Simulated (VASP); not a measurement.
# Ce (Fm-3m) in VASP: further runs, part 2 of 2

VASP 6.6.1. Earlier steps stand in the parts before.

## (4) Electric field gradients, r2SCAN (26.52 Å³/atom)

This run uses another cell than the first one, of 26.52 Å³/atom.

POSCAR

```
Ce
1.0
    0.0000000000      2.3669577897      2.3669577897
    2.3669577897      0.0000000000      2.3669577897
    2.3669577897      2.3669577897      0.0000000000
Ce
1
Direct
    0.0000000000      0.0000000000      0.0000000000
```

INCAR.step1

```
  ALGO = Normal
  EDIFF = 1E-4
  ENCUT = 520
  GGA = PE
  ISMEAR = -1
  LASPH = T
  LCHARG = F
  LREAL = F
  LWAVE = T
  NBANDS = 12
  NELM = 80
  PREC = Accurate
  SIGMA = 0.08
```

INCAR.step2

```
  ALGO = Normal
  EDIFF = 1E-8
  ENCUT = 520
  ISIF = 2
  ISMEAR = -1
  ISTART = 1
  LASPH = T
  LCHARG = F
  LEFG = T
  LMIXTAU = T
  LREAL = F
  LWAVE = F
  METAGGA = R2SCAN
  NBANDS = 12
  NELM = 80
  PREC = Accurate
  SIGMA = 0.08
```

KPOINTS

```
k-points
0
Gamma
  15 15 15
```

Potentials or basis: VASP PAW PBE potentials, release 64 (Ce).

Command:

```sh
$ cat potpaw_PBE.64/Ce/POTCAR > POTCAR
$ cp INCAR.step1 INCAR
$ mpirun -np 1 vasp_std > vasp.out
$ cp INCAR.step2 INCAR
$ mpirun -np 1 vasp_std > vasp.out
```

OUTCAR:

```text
EDIFF = 1E-8
   ENCUT = 520
   ISIF = 2
   ISMEAR = -1
   ISTART = 1
   LASPH = T
   LREAL = F
   METAGGA = R2SCAN
   NELM = 80
   PREC = Accurate

 ion  position               nearest neighbor table
   1  0.000  0.000  0.000-

  LATTYP: Found a face centered cubic cell.
 ALAT       =     4.7339155794

  Lattice vectors:

 A1 = (   0.0000000000,   2.3669577897,   2.3669577897)
 A2 = (   2.3669577897,   0.0000000000,   2.3669577897)
 A3 = (   2.3669577897,   2.3669577897,   0.0000000000)

Analysis of symmetry for initial positions (statically):
=====================================================================
 Subroutine PRICEL returns:
 Original cell was already a primitive cell.

 Routine SETGRP: Setting up the symmetry group for a
 face centered cubic supercell.

 Subroutine GETGRP returns: Found 48 space group operations
 (whereof 48 operations were pure point group operations)
 out of a pool of 48 trial point group operations.

The static configuration has the point symmetry O_h .

Analysis of symmetry for dynamics (positions and initial velocities):
=====================================================================
 Subroutine PRICEL returns:
 Original cell was already a primitive cell.

 Routine SETGRP: Setting up the symmetry group for a
 face centered cubic supercell.

 Subroutine GETGRP returns: Found 48 space group operations
 (whereof 48 operations were pure point group operations)
 out of a pool of 48 trial point group operations.

The dynamic configuration has the point symmetry O_h .

 Subroutine INISYM returns: Found 48 space group operations
 (whereof 48 operations are pure point group operations),
 and found     1 'primitive' translations

----------------------------------------------------------------------------------------

                                     Primitive cell

  volume of cell :      26.5217

  direct lattice vectors                    reciprocal lattice vectors
     0.000000000  2.366957790  2.366957790    -0.211241621  0.211241621  0.211241621
     2.366957790  0.000000000  2.366957790     0.211241621 -0.211241621  0.211241621
     2.366957790  2.366957790  0.000000000     0.211241621  0.211241621 -0.211241621

  length of vectors
     3.347383808  3.347383808  3.347383808     0.365881220  0.365881220  0.365881220

  position of ions in fractional coordinates (direct lattice)
     0.000000000  0.000000000  0.000000000

  ion indices of the primitive-cell ions
   primitive index   ion index
                 1           1

----------------------------------------------------------------------------------------

 KPOINTS: k-points

Automatic generation of k-mesh.
 Grid dimensions read from file:
 generate k-points for:   15   15   15

[... 72 lines left out ...]
   TEBEG  =    0.0;   TEEND  =   0.0 temperature during run
   PSTRESS=    0.0 pullay stress
   NELECT =      12.0000    total number of electrons
   NUPDOWN=      -1.0000    fix difference up-down
   EMIN   =  10.00;   EMAX   =-10.00  energy-range for DOS
   EFERMI =   0.00;   METHOD = LEGACY
   ISMEAR =    -1;   SIGMA  =   0.08  broadening in eV -4-tet -1-fermi 0-gaus
   EFERMI_NEDOS =   21; number of points for ismear=-14 and -15
   IALGO  =     38    algorithm
   IMIX   =      4    mixing-type and parameters
     AMIX     =   0.40;   BMIX     =  1.00
     AMIX_MAG =   1.60;   BMIX_MAG =  1.00
  volume/ion in A,a.u.               =      26.52       178.98
  Fermi-wavevector in a.u.,A,eV,Ry     =   1.256805  2.375018 21.491219  1.579560
  Thomas-Fermi vector in A             =   2.390495
   LORBIT       =      0    0 simple, 1 ext, 2 COOP (PROOUT), +10 PAW based schemes
   METAGGA = R2SCAN    functional components
   LHFCALC =     F    Hartree Fock is set to
   AEXX    =    0.0000 exact exchange contribution
   IVDW    =     0    specifies the selected vdW correction
   LEPSILON=     F    determine dielectric tensor
   LRPA    =     F    only Hartree local field effects (RPA)
 non-spin polarized calculation
  energy-cutoff  :      520.00
  volume of cell :       26.52
 maximum number of plane-waves:       728
 NGX is ok and might be reduce to    28
   NGX = 13   NGY = 13   NGZ = 13

 number of electron      12.0000000 magnetization

 Free energy of the ion-electron system (eV)
  ---------------------------------------------------
  ext. energy  EPLUGINS =         0.00000000
  ---------------------------------------------------
  free energy    TOTEN  =       -30.84600664 eV

  energy without entropy =      -30.80527775  energy(sigma->0) =      -30.82564220

 E-fermi :   9.5505     XC(G=0): -12.1139

 val. band max:        9.5217567007   @ k =   0.3333   0.0667   0.0000
 cond. band min:       9.5534756663   @ k =  -0.2667   0.0667   0.0000
 fundamental gap:      0.0317189656
 Fermi energy:         9.5505200857

 k-point     1 :       0.0000    0.0000    0.0000
  band No.  band energies     occupation
      1     -26.5875      2.00000
      2      -7.2558      2.00000
      3      -7.2558      2.00000
      4      -7.2558      2.00000
      5       6.6049      2.00000
      6       9.2386      1.96028
      7       9.9742      0.00998
      8       9.9742      0.00998
      9       9.9742      0.00998
     10      10.9042      0.00000
     11      10.9042      0.00000
     12      10.9042      0.00000
[... 331 lines left out ...]
 k-point    24 :       0.2000    0.1333    0.0000
  band No.  band energies     occupation
      1     -26.3978      2.00000
      2      -8.1738      2.00000
      3      -7.5341      2.00000
      4      -7.5086      2.00000
      5       8.0838      2.00000
      6       8.7514      1.99991
      7       9.7224      0.20887
      8      10.0880      0.00241
      9      10.0886      0.00240
     10      10.5100      0.00001
     11      10.5105      0.00001
     12      10.7322      0.00000

 [... further k-points ...]

------------------------ aborting loop because EDIFF is reached ----------------------------------------

  FORCE on cell =-STRESS in cart. coord.  units (eV):
  Direction    XX          YY          ZZ          XY          YZ          ZX
  --------------------------------------------------------------------------------------
  -------------------------------------------------------------------------------------
  Total       -0.3040264     -0.3040264     -0.3040264      0.0000000      0.0000000      0.0000000
  in kB      -18.3662413    -18.3662413    -18.3662413      0.0000000      0.0000000      0.0000000
  external PRESSURE =     -18.3662413 kB  Pullay stress =       0.0000000 kB

 VOLUME and BASIS-vectors are now :
 -----------------------------------------------------------------------------
  energy-cutoff  :      520.00
  volume of cell :       26.52
      direct lattice vectors                 reciprocal lattice vectors
     0.000000000  2.366957790  2.366957790    -0.211241621  0.211241621  0.211241621
     2.366957790  0.000000000  2.366957790     0.211241621 -0.211241621  0.211241621
     2.366957790  2.366957790  0.000000000     0.211241621  0.211241621 -0.211241621

 POSITION                                       TOTAL-FORCE (eV/Angst)
 -----------------------------------------------------------------------------------
      0.00000      0.00000      0.00000         0.000000     -0.000000      0.000000
 -----------------------------------------------------------------------------------
    total drift:                                0.000000     -0.000000      0.000000

  FREE ENERGIE OF THE ION-ELECTRON SYSTEM (eV)
  ---------------------------------------------------
  free  energy   TOTEN  =       -30.8460066408 eV

  energy  without entropy=      -30.8052777532  energy(sigma->0) =      -30.82564220

 Electric field gradients (V/A^2)
---------------------------------------------------------------------
 ion       V_xx      V_yy      V_zz      V_xy      V_xz      V_yz
---------------------------------------------------------------------
   1       0.000    -0.000    -0.000     0.000     0.000     0.000
---------------------------------------------------------------------

 Electric field gradients after diagonalization (V/A^2)
 (convention: |V_zz| > |V_xx| > |V_yy|)
----------------------------------------------------------------------
 ion       V_xx      V_yy      V_zz     asymmetry (V_yy - V_xx)/ V_zz
----------------------------------------------------------------------
   1      -0.000    -0.000     0.000       0.000
----------------------------------------------------------------------

           NMR quadrupolar parameters

 Cq : quadrupolar parameter    Cq=e*Q*V_zz/h
 eta: asymmetry parameters     (V_yy - V_xx)/ V_zz
 Q  : nuclear electric quadrupole moment in mb (millibarn)
----------------------------------------------------------------------
 ion       Cq(MHz)       eta       Q (mb)
----------------------------------------------------------------------
   1       0.000       0.000       1.000
----------------------------------------------------------------------
```

It took 5.4 min on 1 thread of Intel Xeon Platinum 8375C at 2.90GHz (Ice Lake), shared host; peak memory 0.21 GiB.

Results:

| Quantity | Value |
| --- | --- |
| Free energy | -30.8460 eV |
| Pressure | -1.8 GPa |
| Band gap on the k mesh | zero (bands 6 and 7 overlap by 0.51 eV) |
| Largest electric field gradient by atom | under 0.05 V/Å² on every atom |

Levels at points of the mesh, in eV from the Fermi level:
| k point | band 3 | band 4 | band 5 | band 6 | band 7 | band 8 | band 9 | band 10 |
| --- | --- | --- | --- | --- | --- | --- | --- | --- |
| (0.00, 0.00, 0.00) | -16.81 | -16.81 | -2.95 | -0.31 | 0.42 | 0.42 | 0.42 | 1.35 |

Caveat: the PAW data sets were made with another functional, which shifts forces and pressure a little; spin-orbit coupling is left out, which moves the levels of the heavy elements; semilocal functionals describe open f shells poorly, which spoils levels, moments and volumes. Spin polarisation is off, so any magnetic state and its effect on volume and gap are missing.

## (5) Overview

```csv
cell,gap on the mesh (eV),pressure (GPa)
"a = 3.259 Å, angles 60.0°, 1 atom",none,1.4
"a = 3.326 Å, angles 60.0°, 1 atom",none,-1.2
"a = 3.347 Å, angles 60.0°, 1 atom",none,-1.8
```

Alike in all rows: task electric field gradients; level r2SCAN; potentials or basis VASP PAW PBE potentials, release 64 (Ce); no spin polarisation; k mesh 15 × 15 × 15; cutoff (eV) 520; smearing fermi-dirac 0.08 eV.

Caveats: the PAW data sets were made with another functional, which shifts forces and pressure a little; spin-orbit coupling is left out, which moves the levels of the heavy elements; semilocal functionals describe open f shells poorly, which spoils levels, moments and volumes.

Absolute energies hang on the potentials; compare differences alone.

The gap in the log of VASP goes by the Fermi energy; the results here count the filled bands.